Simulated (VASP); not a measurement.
A run of VASP 6.6.1 is set up as follows.

File INCAR:

```
SYSTEM = SiC
PREC     = Accurate       ! precision mode
ENCUT    = 600            ! plane-wave cutoff, eV
EDIFF    = 1E-6           ! SCF threshold, eV
ISMEAR   = 0              ! smearing method
SIGMA    = 0.1            ! smearing width, eV
LREAL    = .False.        ! projectors in reciprocal space
LASPH    = .True.         ! aspherical terms in the spheres
NELM     = 80             ! most SCF steps
ALGO     = Normal         ! electronic algorithm
ISIF     = 3              ! what is computed and relaxed
LWAVE    = .False.        ! write WAVECAR
LCHARG   = .False.        ! write CHGCAR
GGA      = PE             ! functional
IBRION   = 2              ! ionic algorithm
NSW      = 90             ! ionic steps
EDIFFG   = -0.04          ! ionic threshold
```

Contents of KPOINTS:

```
Automatic mesh
0
Gamma
  8 8 8
  0 0 0
```

POSCAR

```
SiC
1.0
   -1.5689450092      1.5689450092      2.1924131066
    1.5689450092     -1.5689450092      2.1924131066
    1.5689450092      1.5689450092     -2.1924131066
Si C
1 1
Direct
    0.0000000000      0.0000000000      0.0000000000
    0.5000000000      0.5000000000      0.0000000000
```

Potentials or basis: VASP PAW PBE potentials, release 64 (Si, C).

Command:

```console
$ cat potpaw_PBE.64/Si/POTCAR potpaw_PBE.64/C/POTCAR > POTCAR
$ mpirun -np 1 vasp_std > vasp.out
```

(1) What does it give for the relaxed cell?

(2) What does it give for the band gap on the k mesh?

(3) What does it give for the relaxed volume?

(4) Estimate the space group after relaxing (to 0.05 Å).

Answers

(1) a = 2.869 Å, b = 2.869 Å, c = 2.869 Å, α = 120.02°, β = 120.02°, γ = 89.97°.

(2) zero (band 4 reaches 12.38 eV, above the bottom of band 5 at 11.32 eV).

(3) 8.35 Å³/atom.

(4) Fm-3m (No. 225).

Caveat: the volume moved by over 15 % at a fixed basis, so the end points are rough.
